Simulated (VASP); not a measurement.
Runs of VASP 6.6.1 on Hf. The structure is that of space group P6_3/mmc (No. 194), or close to it. The cells are those of the table. 

| cell | gap on the mesh (eV) | pressure (GPa) |
| --- | --- | --- |
| a = 3.268, b = 3.268, c = 5.167 Å, angles 90.0, 90.0, 120.0°, 2 atoms | none | (a) |
| a = 3.172, b = 3.172, c = 5.017 Å, angles 90.0, 90.0, 120.0°, 2 atoms | none | 3.0 |
| a = 3.308, b = 3.308, c = 5.231 Å, angles 90.0, 90.0, 120.0°, 2 atoms | none | (b) |
| a = 3.197, b = 3.197, c = 5.058 Å, angles 90.0, 90.0, 120.0°, 2 atoms | none | 0.4 |
| a = 3.139, b = 3.139, c = 4.964 Å, angles 90.0, 90.0, 120.0°, 2 atoms | none | 6.9 |

Alike in all rows: task single point; level PBE; potentials or basis VASP PAW PBE potentials, release 64 (Hf_pv); no spin polarisation; k mesh 15 × 15 × 8; cutoff (eV) 520; smearing gaussian 0.1 eV.

Question: Fill in the values left out.

Answer: (a) -6.1; (b) -9.1.

Caveats: spin-orbit coupling is left out, which moves the levels of the heavy elements.

A k mesh can miss the band edges, and the runs leave out spin-orbit coupling on Hf.

A gap of «none» marks levels without a gap at the run's occupations.
